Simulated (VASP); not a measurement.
# PbI2 (P-3m1) in VASP: notebook

Runs on PbI2. Level: PBE. Tasks: single point.

Everything below comes from runs of VASP 6.6.1. Logs are shortened: lines on timing, memory, paths and dates and some standing lists are left out, and cuts for length are marked.

### Step 1. The cell of the first run

It takes space group P-3m1 (No. 164, trigonal). The conventional cell has a = 4.555 Å, b = 4.555 Å, c = 6.861 Å, α = 90.00°, β = 90.00°, γ = 120.00°. Pb (site symmetry -3m) has 6 I at 3.20 Å within 4.2 Å. Within 4.2 Å of I (site symmetry 3m) lie 3 Pb at 3.20 Å and 3 I at 4.16 Å.

### Step 2. Single point, PBE

Contents of INCAR:

```
  ALGO = Normal
  EDIFF = 1E-6
  ENCUT = 500
  GGA = PE
  GGA_COMPAT = False
  ISIF = 2
  ISMEAR = -1
  LASPH = True
  LCHARG = False
  LREAL = False
  LWAVE = False
  NBANDS = 21
  NELM = 120
  PREC = Accurate
  SIGMA = 0.05
```

Contents of KPOINTS:

```
k-points
0
Gamma
  6 6 4
```

Contents of POSCAR:

```
PbI2
1.0
    4.5550000000      0.0000000000      0.0000000000
   -2.2775000000      3.9447500000      0.0000000000
    0.0000000000      0.0000000000      6.8607166667
Pb I
1 2
Direct
    0.0000000000      0.0000000000      0.0000000000
    0.3333333333      0.6666666667      0.2650000000
    0.6666666667      0.3333333333      0.7350000000
```

Potentials or basis: VASP PAW PBE potentials, release 64 (Pb_d, I).

The run is started by

```console
$ cat potpaw_PBE.64/Pb_d/POTCAR potpaw_PBE.64/I/POTCAR > POTCAR
$ mpirun -np 1 vasp_std > vasp.out
```

OUTCAR:

```text
EDIFF = 1E-6
   ENCUT = 500
   GGA = PE
   ISIF = 2
   ISMEAR = -1
   LASPH = True
   LREAL = False
   NELM = 120
   PREC = Accurate

 ion  position               nearest neighbor table
   1  0.000  0.000  0.000-   2 3.20   3 3.20   3 3.20   2 3.20   3 3.20   2 3.20
   2  0.333  0.667  0.265-   1 3.20   1 3.20   1 3.20
   3  0.667  0.333  0.735-   1 3.20   1 3.20   1 3.20

  LATTYP: Found a hexagonal cell.
 ALAT       =     4.5550000000
 C/A-ratio  =     1.5061946579

  Lattice vectors:

 A1 = (   4.5550000000,   0.0000000000,   0.0000000000)
 A2 = (  -2.2775000000,   3.9447500000,   0.0000000000)
 A3 = (   0.0000000000,   0.0000000000,   6.8607166667)

Analysis of symmetry for initial positions (statically):
=====================================================================
 Subroutine PRICEL returns:
 Original cell was already a primitive cell.

 Routine SETGRP: Setting up the symmetry group for a
 hexagonal supercell.

 Subroutine GETGRP returns: Found 12 space group operations
 (whereof 12 operations were pure point group operations)
 out of a pool of 24 trial point group operations.

The static configuration has the point symmetry D_3d.

Analysis of symmetry for dynamics (positions and initial velocities):
=====================================================================
 Subroutine PRICEL returns:
 Original cell was already a primitive cell.

 Routine SETGRP: Setting up the symmetry group for a
 hexagonal supercell.

 Subroutine GETGRP returns: Found 12 space group operations
 (whereof 12 operations were pure point group operations)
 out of a pool of 24 trial point group operations.

The dynamic configuration has the point symmetry D_3d.

 Subroutine INISYM returns: Found 12 space group operations
 (whereof 12 operations are pure point group operations),
 and found     1 'primitive' translations

----------------------------------------------------------------------------------------

                                     Primitive cell

  volume of cell :     123.2757

  direct lattice vectors                    reciprocal lattice vectors
     4.555000000  0.000000000  0.000000000     0.219538968  0.126750745  0.000000000
[... 79 lines left out ...]
   ISTART =      0    job   : 0-new  1-cont  2-samecut
   ICHARG =      2    charge: 1-file 2-atom 10-const
   ISPIN  =      1    spin polarized calculation?
   LNONCOLLINEAR =      F non collinear calculations
   LSORBIT =      F    spin-orbit coupling
   LASPH  =      T    aspherical Exc in radial PAW
   ENCUT  =  500.0 eV  36.75 Ry    6.06 a.u.   8.30  8.30 12.51*2*pi/ulx,y,z
   NELM   =    120;   NELMIN=  2; NELMDL= -5     # of ELM steps
   EDIFF  = 0.1E-05   stopping-criterion for ELM
   LREAL  =      F    real-space projection
   EDIFFG = 0.1E-04   stopping-criterion for IOM
   NSW    =      0    number of steps for IOM
   IBRION =     -1    ionic relax: 0-MD 1-quasi-New 2-CG
   NFREE  =      0    steps in history (QN), initial steepest desc. (CG)
   ISIF   =      2    stress and relaxation
   ISYM   =      2    0-nonsym 1-usesym 2-fastsym
   POTIM  = 0.5000    time-step for ionic-motion
   TEBEG  =    0.0;   TEEND  =   0.0 temperature during run
   PSTRESS=    0.0 pullay stress
   NELECT =      28.0000    total number of electrons
   NUPDOWN=      -1.0000    fix difference up-down
   EMIN   =  10.00;   EMAX   =-10.00  energy-range for DOS
   EFERMI =   0.00;   METHOD = LEGACY
   ISMEAR =    -1;   SIGMA  =   0.05  broadening in eV -4-tet -1-fermi 0-gaus
   EFERMI_NEDOS =   21; number of points for ismear=-14 and -15
   IALGO  =     38    algorithm
   IMIX   =      4    mixing-type and parameters
     AMIX     =   0.40;   BMIX     =  1.00
     AMIX_MAG =   1.60;   BMIX_MAG =  1.00
  volume/ion in A,a.u.               =      41.09       277.30
  Fermi-wavevector in a.u.,A,eV,Ry     =   0.998853  1.887559 13.574641  0.997708
  Thomas-Fermi vector in A             =   2.131105
   LORBIT       =      0    0 simple, 1 ext, 2 COOP (PROOUT), +10 PAW based schemes
   GGA     = PE    functional components
   LHFCALC =     F    Hartree Fock is set to
   AEXX    =    0.0000 exact exchange contribution
   IVDW    =     0    specifies the selected vdW correction
   LEPSILON=     F    determine dielectric tensor
   LRPA    =     F    only Hartree local field effects (RPA)
 non-spin polarized calculation
  energy-cutoff  :      500.00
  volume of cell :      123.28
 maximum number of plane-waves:      3148
 NGX is ok and might be reduce to    36
   NGX = 17   NGY = 17   NGZ = 25

 number of electron      28.0000000 magnetization

 Free energy of the ion-electron system (eV)
  ---------------------------------------------------
  ext. energy  EPLUGINS =         0.00000000
  ---------------------------------------------------
  free energy    TOTEN  =        -8.52190130 eV

  energy without entropy =       -8.52190130  energy(sigma->0) =       -8.52190130

 E-fermi :   3.8908     XC(G=0):  -8.2019

 val. band max:        2.8452624336   @ k =   0.0000   0.0000   0.5000
 cond. band min:       5.0236258650   @ k =   0.0000   0.0000   0.5000
 fundamental gap:      2.1783634314
 Fermi energy:         3.8907839692

 k-point     1 :       0.0000    0.0000    0.0000
  band No.  band energies     occupation
      1     -13.2582      2.00000
      2     -13.2582      2.00000
      3     -13.2441      2.00000
      4     -13.2334      2.00000
      5     -13.2334      2.00000
      6      -9.4584      2.00000
[... 565 lines left out ...]
     20      10.5181      0.00000
     21      10.9373      0.00000

------------------------ aborting loop because EDIFF is reached ----------------------------------------

  FORCE on cell =-STRESS in cart. coord.  units (eV):
  Direction    XX          YY          ZZ          XY          YZ          ZX
  --------------------------------------------------------------------------------------
  -------------------------------------------------------------------------------------
  Total        1.7509421      1.7509459      1.9454850     -0.0000000      0.0000000      0.0000000
  in kB       22.7564760     22.7565255     25.2848925     -0.0000000      0.0000000      0.0000000
  external PRESSURE =      23.5992980 kB  Pullay stress =       0.0000000 kB

 VOLUME and BASIS-vectors are now :
 -----------------------------------------------------------------------------
  energy-cutoff  :      500.00
  volume of cell :      123.28
      direct lattice vectors                 reciprocal lattice vectors
     4.555000000  0.000000000  0.000000000     0.219538968  0.126750745  0.000000000
    -2.277500000  3.944750000  0.000000000     0.000000000  0.253501489  0.000000000
     0.000000000  0.000000000  6.860716667     0.000000000  0.000000000  0.145757367

 POSITION                                       TOTAL-FORCE (eV/Angst)
 -----------------------------------------------------------------------------------
      0.00000      0.00000      0.00000         0.000000      0.000000      0.000000
     -0.00000      2.62983      1.81809         0.000000      0.000000      0.270886
      2.27750      1.31492      5.04263        -0.000000     -0.000000     -0.270886
 -----------------------------------------------------------------------------------
    total drift:                               -0.000000     -0.000000      0.000000

  FREE ENERGIE OF THE ION-ELECTRON SYSTEM (eV)
  ---------------------------------------------------
  free  energy   TOTEN  =        -8.5219013027 eV

  energy  without entropy=       -8.5219013026  energy(sigma->0) =       -8.52190130
```

OSZICAR:

```text
N       E                     dE             d eps       ncg     rms          rms(c)
DAV:   1     0.229117075093E+03    0.22912E+03   -0.11540E+04  1008   0.115E+03
DAV:   2     0.139926096077E+02   -0.21512E+03   -0.20621E+03  1106   0.289E+02
DAV:   3    -0.784312590109E+01   -0.21836E+02   -0.21437E+02  1300   0.101E+02
DAV:   4    -0.866110626070E+01   -0.81798E+00   -0.81737E+00  1372   0.226E+01
DAV:   5    -0.868096682063E+01   -0.19861E-01   -0.19859E-01  1332   0.305E+00    0.374E+00
DAV:   6    -0.852247689508E+01    0.15849E+00   -0.37290E-01  1361   0.404E+00    0.250E+00
DAV:   7    -0.851983896395E+01    0.26379E-02   -0.16480E-01  1328   0.193E+00    0.108E+00
DAV:   8    -0.852164195844E+01   -0.18030E-02   -0.21346E-02  1178   0.128E+00    0.222E-01
DAV:   9    -0.852175444736E+01   -0.11249E-03   -0.22464E-03  1208   0.381E-01    0.102E-01
DAV:  10    -0.852188329589E+01   -0.12885E-03   -0.32735E-04  1183   0.135E-01    0.265E-02
DAV:  11    -0.852190039028E+01   -0.17094E-04   -0.41981E-05  1302   0.364E-02    0.140E-02
DAV:  12    -0.852190130268E+01   -0.91240E-06   -0.84656E-06  1161   0.167E-02
   1 F= -.85219013E+01 E0= -.85219013E+01  d E =-.517576E-10
```

stdout:

```text
POSCAR found type information on POSCAR PbI
 POSCAR found :  2 types and       3 ions
 scaLAPACK will be used
 LDA part: xc-table for (Slater+PW92), standard interpolation
 POSCAR, INCAR and KPOINTS ok, starting setup
 FFT: planning ... GRIDC
 FFT: planning ... GRID_SOFT
 FFT: planning ... GRID
 WAVECAR not read
 entering main loop
```

It took 60 s on 1 thread of Intel Xeon 8259CL, shared host; peak memory 0.27 GiB.

Results:

```yaml
Free_energy: -8.5219 eV
Pressure: 2.4 GPa
Largest_force: 0.271 eV/Å
Band_gap_on_the_k_mesh: 2.18 eV
```

Forces on the atoms (eV/Å):
```
Pb   0.000  0.000  0.000
I    0.000  0.000  0.271
I    0.000  0.000 -0.271
```

Caveat: spin-orbit coupling is left out, which moves the levels of the heavy elements; this functional lacks dispersion, which binds the layers, so the pressure and a relaxed spacing across them are unreliable. A k mesh can miss the band edges.

### Step 3. Single point, PBE

This run uses another cell than the first one, of 41.79 Å³/atom.

Contents of INCAR:

```
PREC = Accurate
ENCUT = 500
EDIFF = 1E-6
ISMEAR = -1
SIGMA = 0.05
LREAL = F
LASPH = T
NELM = 120
ALGO = Normal
ISIF = 2
LWAVE = F
LCHARG = F
GGA = PE
NBANDS = 21
GGA_COMPAT = F
```

Contents of KPOINTS:

```
Automatic mesh
0
Gamma
  6 6 4
```

Edit POSCAR of step 2 so:

```diff
@@ -4,3 +4,3 @@
    -2.2775000000      3.9447500000      0.0000000000
-    0.0000000000      0.0000000000      6.8607166667
+    0.0000000000      0.0000000000      6.9770000000
 Pb I
```

Potentials or basis: VASP PAW PBE potentials, release 64 (Pb_d, I).

The run is started by

```console
$ cat potpaw_PBE.64/Pb_d/POTCAR potpaw_PBE.64/I/POTCAR > POTCAR
$ mpirun -np 1 vasp_std > vasp.out
```

OUTCAR:

```text
PREC = Accurate
   ENCUT = 500
   EDIFF = 1E-6
   ISMEAR = -1
   LREAL = F
   LASPH = T
   NELM = 120
   ISIF = 2
   GGA = PE

 ion  position               nearest neighbor table
   1  0.000  0.000  0.000-   2 3.21   3 3.21   3 3.21   2 3.21   3 3.21   2 3.21
   2  0.333  0.667  0.265-   1 3.21   1 3.21   1 3.21
   3  0.667  0.333  0.735-   1 3.21   1 3.21   1 3.21

  LATTYP: Found a hexagonal cell.
 ALAT       =     4.5550000000
 C/A-ratio  =     1.5317233809

  Lattice vectors:

 A1 = (   4.5550000000,   0.0000000000,   0.0000000000)
 A2 = (  -2.2775000000,   3.9447500000,   0.0000000000)
 A3 = (   0.0000000000,   0.0000000000,   6.9770000000)

Analysis of symmetry for initial positions (statically):
=====================================================================
 Subroutine PRICEL returns:
 Original cell was already a primitive cell.

 Routine SETGRP: Setting up the symmetry group for a
 hexagonal supercell.

 Subroutine GETGRP returns: Found 12 space group operations
 (whereof 12 operations were pure point group operations)
 out of a pool of 24 trial point group operations.

The static configuration has the point symmetry D_3d.

Analysis of symmetry for dynamics (positions and initial velocities):
=====================================================================
 Subroutine PRICEL returns:
 Original cell was already a primitive cell.

 Routine SETGRP: Setting up the symmetry group for a
 hexagonal supercell.

 Subroutine GETGRP returns: Found 12 space group operations
 (whereof 12 operations were pure point group operations)
 out of a pool of 24 trial point group operations.

The dynamic configuration has the point symmetry D_3d.

[... 110 lines left out ...]
   NELECT =      28.0000    total number of electrons
   NUPDOWN=      -1.0000    fix difference up-down
   EMIN   =  10.00;   EMAX   =-10.00  energy-range for DOS
   EFERMI =   0.00;   METHOD = LEGACY
   ISMEAR =    -1;   SIGMA  =   0.05  broadening in eV -4-tet -1-fermi 0-gaus
   EFERMI_NEDOS =   21; number of points for ismear=-14 and -15
   IALGO  =     38    algorithm
   IMIX   =      4    mixing-type and parameters
     AMIX     =   0.40;   BMIX     =  1.00
     AMIX_MAG =   1.60;   BMIX_MAG =  1.00
  volume/ion in A,a.u.               =      41.79       282.00
  Fermi-wavevector in a.u.,A,eV,Ry     =   0.993273  1.877014 13.423390  0.986591
  Thomas-Fermi vector in A             =   2.125143
   LORBIT       =      0    0 simple, 1 ext, 2 COOP (PROOUT), +10 PAW based schemes
   GGA     = PE    functional components
   LHFCALC =     F    Hartree Fock is set to
   AEXX    =    0.0000 exact exchange contribution
   IVDW    =     0    specifies the selected vdW correction
   LEPSILON=     F    determine dielectric tensor
   LRPA    =     F    only Hartree local field effects (RPA)
 non-spin polarized calculation
  energy-cutoff  :      500.00
  volume of cell :      125.37
 maximum number of plane-waves:      3200
 NGX is ok and might be reduce to    36
   NGX = 17   NGY = 17   NGZ = 25

 number of electron      28.0000001 magnetization

 Free energy of the ion-electron system (eV)
  ---------------------------------------------------
  ext. energy  EPLUGINS =         0.00000000
  ---------------------------------------------------
  free energy    TOTEN  =        -8.55080688 eV

  energy without entropy =       -8.55080688  energy(sigma->0) =       -8.55080688

 E-fermi :   3.7273     XC(G=0):  -8.1292

 val. band max:        2.6824289500   @ k =   0.0000   0.0000   0.5000
 cond. band min:       4.8979341550   @ k =   0.0000   0.0000   0.5000
 fundamental gap:      2.2155052051
 Fermi energy:         3.7273027924

 k-point     1 :       0.0000    0.0000    0.0000
  band No.  band energies     occupation
      1     -13.4337      2.00000
      2     -13.4337      2.00000
      3     -13.4197      2.00000
      4     -13.4113      2.00000
      5     -13.4113      2.00000
      6      -9.5439      2.00000
[... 565 lines left out ...]
     20      10.3829      0.00000
     21      10.7893      0.00000

------------------------ aborting loop because EDIFF is reached ----------------------------------------

  FORCE on cell =-STRESS in cart. coord.  units (eV):
  Direction    XX          YY          ZZ          XY          YZ          ZX
  --------------------------------------------------------------------------------------
  -------------------------------------------------------------------------------------
  Total        1.4018275      1.4018306      1.4599229      0.0000000      0.0000000      0.0000000
  in kB       17.9154856     17.9155245     18.6579494      0.0000000      0.0000000      0.0000000
  external PRESSURE =      18.1629865 kB  Pullay stress =       0.0000000 kB

 VOLUME and BASIS-vectors are now :
 -----------------------------------------------------------------------------
  energy-cutoff  :      500.00
  volume of cell :      125.37
      direct lattice vectors                 reciprocal lattice vectors
     4.555000000  0.000000000  0.000000000     0.219538968  0.126750745  0.000000000
    -2.277500000  3.944750000  0.000000000     0.000000000  0.253501489  0.000000000
     0.000000000  0.000000000  6.977000000     0.000000000  0.000000000  0.143328078

 POSITION                                       TOTAL-FORCE (eV/Angst)
 -----------------------------------------------------------------------------------
      0.00000      0.00000      0.00000        -0.000000      0.000000      0.000000
     -0.00000      2.62983      1.84891        -0.000000      0.000000      0.172567
      2.27750      1.31492      5.12809         0.000000     -0.000000     -0.172567
 -----------------------------------------------------------------------------------
    total drift:                               -0.000000     -0.000000      0.000000

  FREE ENERGIE OF THE ION-ELECTRON SYSTEM (eV)
  ---------------------------------------------------
  free  energy   TOTEN  =        -8.5508068807 eV

  energy  without entropy=       -8.5508068806  energy(sigma->0) =       -8.55080688
```

Wall time 86 s (1 thread of Intel Xeon 8259CL, shared host); peak memory 0.27 GiB.

What came out:

```yaml
Free_energy: -8.5508 eV
Pressure: 1.8 GPa
Largest_force: 0.173 eV/Å
Band_gap_on_the_k_mesh: 2.22 eV
```

Forces in eV/Å, atoms in the order of the input:
```
Pb   0.000  0.000  0.000
I    0.000  0.000  0.173
I    0.000  0.000 -0.173
```

Caveat: spin-orbit coupling is left out, which moves the levels of the heavy elements; this functional lacks dispersion, which binds the layers, so the pressure and a relaxed spacing across them are unreliable. A k mesh can miss the band edges.

(Part 1 of 2 ends here.)
